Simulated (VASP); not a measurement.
# NaI (Fm-3m) in VASP: G0W0 quasiparticle levels with PBE

Aim: the G0W0 quasiparticle levels of NaI with PBE.

All numbers are computed with VASP 6.6.1; they aren't measurements. Logs are shortened: lines on timing, memory, paths and dates and some standing lists are left out, and cuts for length are marked.

### Step 1. The cell of the first run

It takes space group Fm-3m (No. 225, cubic). Conventional cell: a = 6.459 Å, b = 6.459 Å, c = 6.459 Å, α = 90.00°, β = 90.00°, γ = 90.00°. Na (site symmetry m-3m) has 6 I at 3.23 Å within 4.2 Å. Within 4.2 Å of I (site symmetry m-3m) lie 6 Na at 3.23 Å.

### Step 2. G0W0 quasiparticle levels, PBE

Input file POSCAR:

```
NaI
1.0
    0.0000000000      3.2297205401      3.2297205401
    3.2297205401      0.0000000000      3.2297205401
    3.2297205401      3.2297205401      0.0000000000
Na I
1 1
Direct
    0.0000000000      0.0000000000      0.0000000000
    0.5000000000      0.5000000000      0.5000000000
```

Input file INCAR.step1:

```
ALGO = Normal
EDIFF = 1E-8
ENCUT = 500
GGA = PE
ISMEAR = 0
LASPH = True
LCHARG = False
LREAL = False
LWAVE = True
NELM = 100
PREC = Accurate
SIGMA = 0.01
```

Input file INCAR.step2:

```
ALGO = Exact
EDIFF = 1E-8
ENCUT = 500
GGA = PE
ISMEAR = 0
ISTART = 1
LASPH = True
LCHARG = False
LOPTICS = True
LREAL = False
LWAVE = True
NBANDS = 160
NELM = 1
PREC = Accurate
SIGMA = 0.01
```

Input file INCAR.step3:

```
ALGO = EVGW0
EDIFF = 1E-8
ENCUT = 500
ENCUTGW = 100.0
GGA = PE
ISMEAR = 0
ISTART = 1
LASPH = True
LCHARG = False
LREAL = False
LWAVE = False
NBANDS = 160
NBANDSGW = 16
NELMGW = 1
NOMEGA = 96
OMEGAMAX = 20
PREC = Accurate
PRECFOCK = Fast
SIGMA = 0.01
```

Input file KPOINTS:

```
k-points
0
Gamma
  4 4 4
```

Potentials or basis: VASP PAW PBE potentials, release 64 (Na_sv_GW, I_GW).

Launch:

```
$ cat potpaw_PBE.64/Na_sv_GW/POTCAR potpaw_PBE.64/I_GW/POTCAR > POTCAR
$ cp INCAR.step1 INCAR
$ mpirun -np 1 vasp_std > vasp.out
$ cp INCAR.step2 INCAR
$ mpirun -np 1 vasp_std > vasp.out
$ cp INCAR.step3 INCAR
$ mpirun -np 1 vasp_std > vasp.out
```

OUTCAR:

```text
EDIFF = 1E-8
   ENCUT = 500
   ENCUTGW = 100.0
   GGA = PE
   ISMEAR = 0
   ISTART = 1
   LASPH = True
   LREAL = False
   NELMGW = 1
   PREC = Accurate
   PRECFOCK = Fast

 ion  position               nearest neighbor table
   1  0.000  0.000  0.000-
   2  0.500  0.500  0.500-

  LATTYP: Found a face centered cubic cell.
 ALAT       =     6.4594410802

  Lattice vectors:

 A1 = (   0.0000000000,   3.2297205401,   3.2297205401)
 A2 = (   3.2297205401,   0.0000000000,   3.2297205401)
 A3 = (   3.2297205401,   3.2297205401,   0.0000000000)

Analysis of symmetry for initial positions (statically):
=====================================================================
 Subroutine PRICEL returns:
 Original cell was already a primitive cell.

 Routine SETGRP: Setting up the symmetry group for a
 face centered cubic supercell.

 Subroutine GETGRP returns: Found 48 space group operations
 (whereof 48 operations were pure point group operations)
 out of a pool of 48 trial point group operations.

The static configuration has the point symmetry O_h .

Analysis of symmetry for dynamics (positions and initial velocities):
=====================================================================
 Subroutine PRICEL returns:
 Original cell was already a primitive cell.

 Routine SETGRP: Setting up the symmetry group for a
 face centered cubic supercell.

 Subroutine GETGRP returns: Found 48 space group operations
 (whereof 48 operations were pure point group operations)
 out of a pool of 48 trial point group operations.

The dynamic configuration has the point symmetry O_h .

 Subroutine INISYM returns: Found 48 space group operations
 (whereof 48 operations are pure point group operations),
 and found     1 'primitive' translations

----------------------------------------------------------------------------------------

                                     Primitive cell

  volume of cell :      67.3790

  direct lattice vectors                    reciprocal lattice vectors
     0.000000000  3.229720540  3.229720540    -0.154812156  0.154812156  0.154812156
     3.229720540  0.000000000  3.229720540     0.154812156 -0.154812156  0.154812156
     3.229720540  3.229720540  0.000000000     0.154812156  0.154812156 -0.154812156

  length of vectors
     4.567514590  4.567514590  4.567514590     0.268142520  0.268142520  0.268142520

  position of ions in fractional coordinates (direct lattice)
     0.000000000  0.000000000  0.000000000
     0.500000000  0.500000000  0.500000000

  ion indices of the primitive-cell ions
   primitive index   ion index
                 1           1
                 2           2

----------------------------------------------------------------------------------------

 KPOINTS: k-points

Automatic generation of k-mesh.
 Grid dimensions read from file:
 generate k-points for:    4    4    4

 Generating k-lattice:

  Cartesian coordinates                     Fractional coordinates (reciprocal lattice)
    -0.038703039  0.038703039  0.038703039     0.250000000  0.000000000  0.000000000
     0.038703039 -0.038703039  0.038703039     0.000000000  0.250000000  0.000000000
     0.038703039  0.038703039 -0.038703039     0.000000000  0.000000000  0.250000000

  Length of vectors
     0.067035630  0.067035630  0.067035630

  Shift w.r.t. Gamma in fractional coordinates (k-lattice)
     0.000000000  0.000000000  0.000000000

 Subroutine IBZKPT returns following result:
 ===========================================

 Found      8 irreducible k-points:

 Following reciprocal coordinates:
            Coordinates               Weight
  0.000000  0.000000  0.000000      1.000000
  0.250000  0.000000  0.000000      8.000000
  0.500000  0.000000  0.000000      4.000000
  0.250000  0.250000  0.000000      6.000000
  0.500000  0.250000  0.000000     24.000000
 -0.250000  0.250000  0.000000     12.000000
  0.500000  0.500000  0.000000      3.000000
 -0.250000  0.500000  0.250000      6.000000
   k-points           NKPTS =      8   k-points in BZ     NKDIM =     64   number of bands    NBANDS=    160
   number of dos      NEDOS =    301   number of ions     NIONS =      2
   total plane-waves  NPLWV =  46656
   dimension x,y,z NGX =    36 NGY =   36 NGZ =   36
   dimension x,y,z NGXF=    72 NGYF=   72 NGZF=   72
   ions per type =               1   1
   NGX,Y,Z   is equivalent  to a cutoff of  13.10, 13.10, 13.10 a.u.
   NGXF,Y,Z  is equivalent  to a cutoff of  26.21, 26.21, 26.21 a.u.
 SYSTEM =  unknown system
   PREC   = accura    normal or accurate (medium, high low for compatibility)
   ISTART =      1    job   : 0-new  1-cont  2-samecut
   ICHARG =      0    charge: 1-file 2-atom 10-const
   ISPIN  =      1    spin polarized calculation?
   LNONCOLLINEAR =      F non collinear calculations
   LSORBIT =      F    spin-orbit coupling
   LASPH  =      T    aspherical Exc in radial PAW
   ENCUT  =  500.0 eV  36.75 Ry    6.06 a.u.   8.33  8.33  8.33*2*pi/ulx,y,z
   NELM   =     60;   NELMIN=  2; NELMDL=  0     # of ELM steps
   EDIFF  = 0.1E-07   stopping-criterion for ELM
   LREAL  =      F    real-space projection
   EDIFFG = 0.1E-06   stopping-criterion for IOM
   NSW    =      0    number of steps for IOM
   IBRION =     -1    ionic relax: 0-MD 1-quasi-New 2-CG
   NFREE  =      0    steps in history (QN), initial steepest desc. (CG)
   ISIF   =      0    stress and relaxation
   ISYM   =      3    0-nonsym 1-usesym 2-fastsym
   POTIM  = 0.5000    time-step for ionic-motion
   TEBEG  =    0.0;   TEEND  =   0.0 temperature during run
   PSTRESS=    0.0 pullay stress
   NELECT =      16.0000    total number of electrons
   NUPDOWN=      -1.0000    fix difference up-down
   EMIN   =  10.00;   EMAX   =-10.00  energy-range for DOS
   EFERMI =   0.00;   METHOD = LEGACY
   ISMEAR =     0;   SIGMA  =   0.01  broadening in eV -4-tet -1-fermi 0-gaus
   EFERMI_NEDOS =   21; number of points for ismear=-14 and -15
   IALGO  =     38    algorithm
   IMIX   =      4    mixing-type and parameters
     AMIX     =   0.40;   BMIX     =  1.00
     AMIX_MAG =   1.60;   BMIX_MAG =  1.00
  volume/ion in A,a.u.               =      33.69       227.35
  Fermi-wavevector in a.u.,A,eV,Ry     =   1.013771  1.915749 13.983139  1.027732
  Thomas-Fermi vector in A             =   2.146959
   LORBIT       =      0    0 simple, 1 ext, 2 COOP (PROOUT), +10 PAW based schemes
   GGA     = PE    functional components
   LHFCALC =     T    Hartree Fock is set to
   PRECFOCK=fast      Normal, Fast or Accurate (Low or Medium for compatibility)
   ENCUT4O =  -1.0   cutoff for four orbital integrals eV
   NKREDX  =     1    reduce k-point grid by
   NKREDY  =     1    reduce k-point grid by
   NKREDZ  =     1    reduce k-point grid by
   AEXX    =    1.0000 exact exchange contribution
   HFSCREEN=    0.0000 screening length (either q_TF or 0.3 A-1)
   HFSCREENC=   0.0000 screening length for correlation (either q_TF or 0.3 A-1)
   ENCUTFOCK=  -1.0 apply spherical cutoff to Coloumb kernel
   IVDW    =     0    specifies the selected vdW correction
   LEPSILON=     F    determine dielectric tensor
   LRPA    =     F    only Hartree local field effects (RPA)
   LRPAFORCE           =     F    calculate RPA forces
   ENCUTGW             = 100.0    cutoff for response function in eV
   ENCUTGWSOFT         =  80.0    soft cutoff for Coulomb kernel in GW response function in eV
   ENCUTLF             =  -1.0    cutoff for local field effects
   NELMGW              =     1    number of iterations in solving QP/BSE equation
   NELMHF              =     1    number of iterations in the inner HF iteration
   NKREDLFX            =     1    NKREDLFY  =   1   NKREDLFZ  =   1
 non-spin polarized calculation
 Gauss-broadening in eV      SIGMA  =   0.01
  energy-cutoff  :      500.00
  volume of cell :       67.38
 maximum number of plane-waves:      1724
 NGX is ok and might be reduce to    36
  NGX = 18; NGY = 18; NGZ = 18
   NGX = 17   NGY = 17   NGZ = 17
 maximum number of plane-waves:       169
 NGX is ok and might be reduce to    18

 QP shifts <psi_nk| G(iteration)W_0 |psi_nk>: iteration 1
 for sc-GW calculations column KS-energies equals QP-energies in previous step
 and V_xc(KS)=  KS-energies - (<T + V_ion + V_H > + <T+V_H+V_ion>^1  + <V_x>^1)

 k-point   1 :       0.0000    0.0000    0.0000
  band No.  KS-energies  QP-energies   sigma(KS)   V_xc(KS)     V^pw_x(r,r')   Z            occupation Imag(sigma)

      1     -49.6708     -59.0237     -41.9832     -29.2787     -49.1331       0.7362       2.0000       0.2078
      2     -21.6093     -27.2916     -35.6434     -28.3130     -41.3430       0.7752       2.0000       0.0635
      3     -21.6093     -27.2916     -35.6434     -28.3130     -41.3430       0.7752       2.0000       0.0635
      4     -21.6093     -27.2916     -35.6434     -28.3130     -41.3430       0.7752       2.0000       0.0635
      5     -10.2064     -11.3001     -13.3824     -11.9506     -18.9307       0.7639       2.0000       1.3445
      6       0.8253      -0.5358     -13.0241     -11.3009     -14.3157       0.7898       2.0000       0.0366
[... 8 lines left out ...]
     15      11.2662      11.4627      -5.2451      -5.5004      -1.2264       0.7698       0.0000      -0.1229
     16      12.3775      12.9565      -6.9761      -7.7397      -2.6476       0.7584       0.0000      -0.1765

 k-point   2 :       0.2500    0.0000    0.0000
  band No.  KS-energies  QP-energies   sigma(KS)   V_xc(KS)     V^pw_x(r,r')   Z            occupation Imag(sigma)

      1     -49.6708     -59.0123     -41.9832     -29.2788     -49.1332       0.7353       2.0000       0.2078
      2     -21.6121     -27.2571     -35.6326     -28.3008     -41.3313       0.7699       2.0000       0.0682
      3     -21.6097     -27.2868     -35.6402     -28.3123     -41.3398       0.7747       2.0000       0.0639
      4     -21.6097     -27.2868     -35.6402     -28.3123     -41.3398       0.7747       2.0000       0.0639
      5     -10.0535     -11.0745     -13.4341     -12.1054     -18.9957       0.7685       2.0000       1.3241
      6      -0.4775      -1.9447     -11.9987     -10.1012     -13.4899       0.7733       2.0000       0.0476
[... 8 lines left out ...]
     15      11.2709      11.8105      -6.4090      -7.1150      -2.2343       0.7643       0.0000      -0.1358
     16      14.4448      14.7718      -6.0555      -6.4805      -1.6287       0.7694       0.0000      -0.3199

 k-point   3 :       0.5000    0.0000    0.0000
  band No.  KS-energies  QP-energies   sigma(KS)   V_xc(KS)     V^pw_x(r,r')   Z            occupation Imag(sigma)

      1     -49.6707     -59.0807     -41.9826     -29.2790     -49.1326       0.7407       2.0000       0.2078
      2     -21.6147     -27.2518     -35.6194     -28.2886     -41.3174       0.7690       2.0000       0.0729
      3     -21.6096     -27.2920     -35.6398     -28.3118     -41.3394       0.7754       2.0000       0.0642
      4     -21.6096     -27.2920     -35.6398     -28.3118     -41.3394       0.7754       2.0000       0.0642
      5      -9.8876     -10.8107     -13.5151     -12.2873     -19.0756       0.7518       2.0000       1.2851
      6      -1.3753      -2.9568     -11.6316      -9.5568     -13.4021       0.7622       2.0000       0.0632
[... 74 lines left out ...]
      1     -49.6707     -59.0726     -41.9820     -29.2790     -49.1320       0.7401       2.0000       0.2079
      2     -21.6134     -27.2512     -35.6247     -28.2961     -41.3228       0.7693       2.0000       0.0650
      3     -21.6111     -27.2637     -35.6341     -28.3061     -41.3329       0.7714       2.0000       0.0639
      4     -21.6111     -27.2637     -35.6341     -28.3061     -41.3329       0.7714       2.0000       0.0639
      5      -9.8093     -10.6786     -13.4887     -12.3265     -19.0555       0.7480       2.0000       1.2657
      6      -1.0967      -2.6803     -11.8775      -9.8040     -13.6166       0.7638       2.0000       0.0594
[... 8 lines left out ...]
     15      14.2798      15.0682      -7.8474      -8.8812      -3.4494       0.7627       0.0000      -0.2441
     16      14.2798      15.0682      -7.8474      -8.8812      -3.4494       0.7627       0.0000      -0.2441

 k-point   8 :      -0.2500    0.5000    0.2500
  band No.  KS-energies  QP-energies   sigma(KS)   V_xc(KS)     V^pw_x(r,r')   Z            occupation Imag(sigma)

      1     -49.6707     -59.0883     -41.9823     -29.2790     -49.1323       0.7414       2.0000       0.2079
      2     -21.6119     -27.2558     -35.6311     -28.3023     -41.3298       0.7701       2.0000       0.0653
      3     -21.6119     -27.2558     -35.6311     -28.3023     -41.3298       0.7701       2.0000       0.0653
      4     -21.6119     -27.2558     -35.6311     -28.3023     -41.3298       0.7701       2.0000       0.0653
      5      -9.8007     -10.6647     -13.5135     -12.3480     -19.0751       0.7413       2.0000       1.2494
      6      -0.5962      -2.1228     -12.0900     -10.1069     -13.6844       0.7698       2.0000       0.0512
[... 8 lines left out ...]
     15      13.6357      14.4345      -7.2945      -8.3352      -2.9729       0.7676       0.0000      -0.2389
     16      14.3841      15.2081      -8.0082      -9.0877      -3.5833       0.7633       0.0000      -0.2521
```

Run time: 3.6 min. Hardware: 1 thread of AMD EPYC 9R45 (Zen 5), shared host; peak memory 0.79 GiB.

What came out:

* Quasiparticle gap: 5.64 eV
* Least direct quasiparticle gap: 5.64 eV
* Band gap of the starting levels on the mesh: 3.65 eV
* Least direct gap of the starting levels on the mesh: 3.65 eV

Caveat: the k points lie up to 0.42 Å⁻¹ apart; bands, screening cutoff and mesh are small and nothing is extrapolated, so the quasiparticle values aren't converged; spin-orbit coupling is left out, which moves the levels of the heavy elements.
